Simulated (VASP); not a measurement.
# Ir (Fm-3m) in VASP: a series of runs

The runs below take Ir through single point, relaxation of volume and atoms at fixed shape, with LDA.

Program: VASP 6.6.1. These are calculated values, not measurements. Logs are shortened: lines on timing, memory, paths and dates and some standing lists are left out, and cuts for length are marked.

### 1 The cell of the first run

Symmetry: Fm-3m, No. 225, cubic system. Conventional cell: a = 3.811 Å, b = 3.811 Å, c = 3.811 Å, α = 90.00°, β = 90.00°, γ = 90.00°. Ir (site symmetry m-3m) has 12 Ir at 2.69 Å within 3.6 Å.

### 2 Single point, LDA

The input, INCAR:

```
SYSTEM = Ir
  PREC = Accurate
  ENCUT = 500
  EDIFF = 1E-6
  ISMEAR = -1
  SIGMA = 0.05
  LREAL = .FALSE.
  LASPH = .TRUE.
  NELM = 120
  ALGO = Normal
  ISIF = 2
  LWAVE = .FALSE.
  LCHARG = .FALSE.
  GGA = CA
  NBANDS = 10
  GGA_COMPAT = .FALSE.
```

The input, KPOINTS:

```
Automatic mesh
0
G
  10 10 10
  0 0 0
```

The input, POSCAR:

```
Ir
1.0
    0.0000000000      1.9056135835      1.9056135835
    1.9056135835      0.0000000000      1.9056135835
    1.9056135835      1.9056135835      0.0000000000
Ir
1
Direct
    0.0000000000      0.0000000000      0.0000000000
```

Potentials or basis: VASP PAW LDA potentials, release 64 (Ir).

On the command line:

```
$ cat potpaw_LDA.64/Ir/POTCAR > POTCAR
$ mpirun -np 1 vasp_std > vasp.out
```

OUTCAR:

```text
SYSTEM = Ir
   PREC = Accurate
   ENCUT = 500
   EDIFF = 1E-6
   ISMEAR = -1
   LREAL = .FALSE.
   LASPH = .TRUE.
   NELM = 120
   ISIF = 2
   GGA = CA

 ion  position               nearest neighbor table
   1  0.000  0.000  0.000-

  LATTYP: Found a face centered cubic cell.
 ALAT       =     3.8112271670

  Lattice vectors:

 A1 = (   0.0000000000,   1.9056135835,   1.9056135835)
 A2 = (   1.9056135835,   0.0000000000,   1.9056135835)
 A3 = (   1.9056135835,   1.9056135835,   0.0000000000)

Analysis of symmetry for initial positions (statically):
=====================================================================
 Subroutine PRICEL returns:
 Original cell was already a primitive cell.

 Routine SETGRP: Setting up the symmetry group for a
 face centered cubic supercell.

 Subroutine GETGRP returns: Found 48 space group operations
 (whereof 48 operations were pure point group operations)
 out of a pool of 48 trial point group operations.

The static configuration has the point symmetry O_h .

Analysis of symmetry for dynamics (positions and initial velocities):
=====================================================================
 Subroutine PRICEL returns:
 Original cell was already a primitive cell.

 Routine SETGRP: Setting up the symmetry group for a
 face centered cubic supercell.

 Subroutine GETGRP returns: Found 48 space group operations
 (whereof 48 operations were pure point group operations)
 out of a pool of 48 trial point group operations.

The dynamic configuration has the point symmetry O_h .

 Subroutine INISYM returns: Found 48 space group operations
 (whereof 48 operations are pure point group operations),
 and found     1 'primitive' translations

----------------------------------------------------------------------------------------

                                     Primitive cell

  volume of cell :      13.8399

  direct lattice vectors                    reciprocal lattice vectors
     0.000000000  1.905613584  1.905613584    -0.262382680  0.262382680  0.262382680
     1.905613584  0.000000000  1.905613584     0.262382680 -0.262382680  0.262382680
     1.905613584  1.905613584  0.000000000     0.262382680  0.262382680 -0.262382680

  length of vectors
     2.694944574  2.694944574  2.694944574     0.454460134  0.454460134  0.454460134

  position of ions in fractional coordinates (direct lattice)
[... 79 lines left out ...]
   EDIFFG = 0.1E-04   stopping-criterion for IOM
   NSW    =      0    number of steps for IOM
   IBRION =     -1    ionic relax: 0-MD 1-quasi-New 2-CG
   NFREE  =      0    steps in history (QN), initial steepest desc. (CG)
   ISIF   =      2    stress and relaxation
   ISYM   =      2    0-nonsym 1-usesym 2-fastsym
   POTIM  = 0.5000    time-step for ionic-motion
   TEBEG  =    0.0;   TEEND  =   0.0 temperature during run
   PSTRESS=    0.0 pullay stress
   NELECT =       9.0000    total number of electrons
   NUPDOWN=      -1.0000    fix difference up-down
   EMIN   =  10.00;   EMAX   =-10.00  energy-range for DOS
   EFERMI =   0.00;   METHOD = LEGACY
   ISMEAR =    -1;   SIGMA  =   0.05  broadening in eV -4-tet -1-fermi 0-gaus
   EFERMI_NEDOS =   21; number of points for ismear=-14 and -15
   IALGO  =     38    algorithm
   IMIX   =      4    mixing-type and parameters
     AMIX     =   0.40;   BMIX     =  1.00
     AMIX_MAG =   1.60;   BMIX_MAG =  1.00
  volume/ion in A,a.u.               =      13.84        93.40
  Fermi-wavevector in a.u.,A,eV,Ry     =   1.418331  2.680256 27.370322  2.011662
  Thomas-Fermi vector in A             =   2.539467
   LORBIT       =      0    0 simple, 1 ext, 2 COOP (PROOUT), +10 PAW based schemes
   GGA     = CA    functional components
   LHFCALC =     F    Hartree Fock is set to
   AEXX    =    0.0000 exact exchange contribution
   IVDW    =     0    specifies the selected vdW correction
   LEPSILON=     F    determine dielectric tensor
   LRPA    =     F    only Hartree local field effects (RPA)
 non-spin polarized calculation
  energy-cutoff  :      500.00
  volume of cell :       13.84
 maximum number of plane-waves:       364
   NGX =  9   NGY =  9   NGZ =  9

 number of electron       9.0000001 magnetization

 Free energy of the ion-electron system (eV)
  ---------------------------------------------------
  ext. energy  EPLUGINS =         0.00000000
  ---------------------------------------------------
  free energy    TOTEN  =       -10.33232160 eV

  energy without entropy =      -10.32351387  energy(sigma->0) =      -10.32791774

 E-fermi :  10.7770     XC(G=0): -14.2665

 val. band max:       10.7513844034   @ k =  -0.3000   0.3000   0.1000
 cond. band min:      10.8035444661   @ k =  -0.4000   0.5000   0.1000
 fundamental gap:      0.0521600626
 Fermi energy:        10.7770356833

 k-point     1 :       0.0000    0.0000    0.0000
  band No.  band energies     occupation
      1      -0.6416      2.00000
      2       6.6484      2.00000
      3       6.6484      2.00000
      4       6.6484      2.00000
      5       9.4785      2.00000
      6       9.4785      2.00000
      7      24.9944      0.00000
      8      30.6725      0.00000
      9      30.6725      0.00000
     10      30.6725      0.00000
[... 287 lines left out ...]
 k-point    24 :       0.4000    0.3000    0.0000
  band No.  band energies     occupation
      1       3.1713      2.00000
      2       3.8782      2.00000
      3       7.9726      2.00000
      4       9.8066      2.00000
      5      11.5183      0.00000
      6      11.5452      0.00000
      7      23.7449      0.00000
      8      25.9987      0.00000
      9      27.0603      0.00000
     10      32.0295      0.00000

 [... further k-points ...]

------------------------ aborting loop because EDIFF is reached ----------------------------------------

  FORCE on cell =-STRESS in cart. coord.  units (eV):
  Direction    XX          YY          ZZ          XY          YZ          ZX
  --------------------------------------------------------------------------------------
  -------------------------------------------------------------------------------------
  Total        0.2237839      0.2237839      0.2237839      0.0000000     -0.0000000      0.0000000
  in kB       25.9062700     25.9062700     25.9062700      0.0000000     -0.0000000      0.0000000
  external PRESSURE =      25.9062700 kB  Pullay stress =       0.0000000 kB

 VOLUME and BASIS-vectors are now :
 -----------------------------------------------------------------------------
  energy-cutoff  :      500.00
  volume of cell :       13.84
      direct lattice vectors                 reciprocal lattice vectors
     0.000000000  1.905613584  1.905613584    -0.262382680  0.262382680  0.262382680
     1.905613584  0.000000000  1.905613584     0.262382680 -0.262382680  0.262382680
     1.905613584  1.905613584  0.000000000     0.262382680  0.262382680 -0.262382680

 POSITION                                       TOTAL-FORCE (eV/Angst)
 -----------------------------------------------------------------------------------
      0.00000      0.00000      0.00000         0.000000      0.000000      0.000000
 -----------------------------------------------------------------------------------
    total drift:                                0.000000      0.000000      0.000000

  FREE ENERGIE OF THE ION-ELECTRON SYSTEM (eV)
  ---------------------------------------------------
  free  energy   TOTEN  =       -10.3323216023 eV

  energy  without entropy=      -10.3235138680  energy(sigma->0) =      -10.32791774
```

Run time: 2.8 s. Hardware: 1 thread of Intel Xeon 6975P-C (Granite Rapids), shared host; peak memory 0.12 GiB.

Results:

| Item | Value |
| --- | --- |
| Free energy | -10.3323 eV |
| Pressure | 2.6 GPa |
| Band gap on the k mesh | zero (an odd number of electrons rules out a gap without spin polarisation) |

Caveat: spin-orbit coupling is left out, which moves the levels of the heavy elements.

### 3 Relaxation of volume and atoms at fixed shape, LDA

This run uses another cell than the first one, of 14.05 Å³/atom.

The input, INCAR:

```
ALGO     = Normal         # electronic algorithm
EDIFF    = 1E-7           # SCF threshold, eV
EDIFFG   = -0.02          # ionic threshold
ENCUT    = 500            # plane-wave cutoff, eV
GGA_COMPAT= F            
IBRION   = 2              # ionic algorithm
ISIF     = 8              # what is computed and relaxed
ISMEAR   = -1             # smearing method
LASPH    = T              # aspherical terms in the spheres
LCHARG   = F              # write CHGCAR
LREAL    = F              # projectors in reciprocal space
LWAVE    = F              # write WAVECAR
NELM     = 120            # most SCF steps
NELMIN   = 4            
NSW      = 80             # ionic steps
PREC     = Accurate       # precision mode
SIGMA    = 0.05           # smearing width, eV
```

The input, KPOINTS:

```
k-points
0
Gamma
  10 10 10
```

The input, POSCAR:

```
Ir
1.0
    0.0000000000      1.9150000000      1.9150000000
    1.9150000000      0.0000000000      1.9150000000
    1.9150000000      1.9150000000      0.0000000000
Ir
1
Direct
    0.0000000000      0.0000000000      0.0000000000
```

Potentials or basis: VASP PAW LDA potentials, release 64 (Ir).

On the command line:

```
$ cat potpaw_LDA.64/Ir/POTCAR > POTCAR
$ mpirun -np 1 vasp_std > vasp.out
```

OUTCAR:

```text
EDIFF = 1E-7
   EDIFFG = -0.02
   ENCUT = 500
   IBRION = 2
   ISIF = 8
   ISMEAR = -1
   LASPH = T
   LREAL = F
   NELM = 120
   NELMIN = 4
   NSW = 80
   PREC = Accurate

 ion  position               nearest neighbor table
   1  0.000  0.000  0.000-

  LATTYP: Found a face centered cubic cell.
 ALAT       =     3.8300000000

  Lattice vectors:

 A1 = (   0.0000000000,   1.9150000000,   1.9150000000)
 A2 = (   1.9150000000,   0.0000000000,   1.9150000000)
 A3 = (   1.9150000000,   1.9150000000,   0.0000000000)

Analysis of symmetry for initial positions (statically):
=====================================================================
 Subroutine PRICEL returns:
 Original cell was already a primitive cell.

 Routine SETGRP: Setting up the symmetry group for a
 face centered cubic supercell.

 Subroutine GETGRP returns: Found 48 space group operations
 (whereof 48 operations were pure point group operations)
 out of a pool of 48 trial point group operations.

The static configuration has the point symmetry O_h .

Analysis of symmetry for dynamics (positions and initial velocities):
=====================================================================
 Subroutine PRICEL returns:
 Original cell was already a primitive cell.

 Routine SETGRP: Setting up the symmetry group for a
 face centered cubic supercell.

 Subroutine GETGRP returns: Found 48 space group operations
 (whereof 48 operations were pure point group operations)
 out of a pool of 48 trial point group operations.

The dynamic configuration has the point symmetry O_h .

 Subroutine INISYM returns: Found 48 space group operations
 (whereof 48 operations are pure point group operations),
 and found     1 'primitive' translations

----------------------------------------------------------------------------------------

                                     Primitive cell

[... 121 lines left out ...]
  energy-cutoff  :      500.00
  volume of cell :       14.05
 maximum number of plane-waves:       368
   NGX =  9   NGY =  9   NGZ =  9

--------------------------------------- Ionic step        1  -------------------------------------------

 number of electron       9.0000000 magnetization

 Free energy of the ion-electron system (eV)
  ---------------------------------------------------
  ext. energy  EPLUGINS =         0.00000000
  ---------------------------------------------------
  free energy    TOTEN  =       -10.33194910 eV

  energy without entropy =      -10.32296916  energy(sigma->0) =      -10.32745913

------------------------ aborting loop because EDIFF is reached ----------------------------------------

  FORCE on cell =-STRESS in cart. coord.  units (eV):
  Direction    XX          YY          ZZ          XY          YZ          ZX
  --------------------------------------------------------------------------------------
  -------------------------------------------------------------------------------------
  Total       -0.2936789     -0.2936789     -0.2936789     -0.0000000     -0.0000000     -0.0000000
  in kB      -33.5001720    -33.5001720    -33.5001720     -0.0000000     -0.0000000     -0.0000000
  external PRESSURE =     -33.5001720 kB  Pullay stress =       0.0000000 kB
[... 57 lines left out ...]
--------------------------------------- Ionic step        3  -------------------------------------------

 number of electron       9.0000001 magnetization

 Free energy of the ion-electron system (eV)
  ---------------------------------------------------
  ext. energy  EPLUGINS =         0.00000000
  ---------------------------------------------------
  free energy    TOTEN  =       -10.33319192 eV

  energy without entropy =      -10.32430966  energy(sigma->0) =      -10.32875079

 E-fermi :  10.6599     XC(G=0): -14.2292

 val. band max:       10.6345209160   @ k =  -0.3000   0.3000   0.1000
 cond. band min:      10.6866018035   @ k =  -0.4000   0.5000   0.1000
 fundamental gap:      0.0520808876
 Fermi energy:        10.6599211301

 k-point     1 :       0.0000    0.0000    0.0000
  band No.  band energies     occupation
      1      -0.6875      2.00000
      2       6.5721      2.00000
      3       6.5721      2.00000
      4       6.5721      2.00000
      5       9.3737      2.00000
      6       9.3737      2.00000
      7      24.8934      0.00000
      8      30.5324      0.00000
[... 243 lines left out ...]
 k-point    24 :       0.4000    0.3000    0.0000
  band No.  band energies     occupation
      1       3.1210      2.00000
      2       3.8279      2.00000
      3       7.8803      2.00000
      4       9.6999      2.00000
      5      11.3918      0.00000
      6      11.4220      0.00000
      7      23.5700      0.00000
      8      25.8241      0.00000

 [... further k-points ...]

------------------------ aborting loop because EDIFF is reached ----------------------------------------

  FORCE on cell =-STRESS in cart. coord.  units (eV):
  Direction    XX          YY          ZZ          XY          YZ          ZX
  --------------------------------------------------------------------------------------
  -------------------------------------------------------------------------------------
  Total       -0.0046389     -0.0046389     -0.0046389      0.0000000      0.0000000      0.0000000
  in kB       -0.5335775     -0.5335775     -0.5335775      0.0000000      0.0000000      0.0000000
  external PRESSURE =      -0.5335775 kB  Pullay stress =       0.0000000 kB
[... 16 lines left out ...]
  FREE ENERGIE OF THE ION-ELECTRON SYSTEM (eV)
  ---------------------------------------------------
  free  energy   TOTEN  =       -10.3331919175 eV

  energy  without entropy=      -10.3243096558  energy(sigma->0) =      -10.32875079

 reached required accuracy - stopping structural energy minimisation
```

Wall time 4.7 s (1 thread of Intel Xeon 6975P-C (Granite Rapids), shared host); peak memory 0.12 GiB.

Results:

- Free energy: -10.3332 eV
- Relaxed volume: 13.93 Å³/atom
- Relaxed cell: a = 2.701 Å, b = 2.701 Å, c = 2.701 Å, α = 60.00°, β = 60.00°, γ = 60.00°
- Space group after relaxing (to 0.1 Å): Fm-3m (No. 225)
- Energy gained by relaxing: 1.2 meV/atom
- Ionic steps: 3
- Pressure after relaxing: -0.1 GPa
- Band gap on the k mesh: zero (an odd number of electrons rules out a gap without spin polarisation)

The path:
```
step  energy change (eV)  largest force (eV/Å)  pressure (GPa)  volume (Å³)
   1              0.0000                0.0000           -3.35        14.05
   2              0.0203                0.0000           15.21        13.46
   3             -0.0012                0.0000           -0.05        13.93
```

Final structure:
```
CELL_PARAMETERS angstrom
0.00000 1.90970 1.90970
1.90970 0.00000 1.90970
1.90970 1.90970 0.00000
ATOMIC_POSITIONS crystal
Ir 0.00000 0.00000 0.00000
```

Caveat: spin-orbit coupling is left out, which moves the levels of the heavy elements.
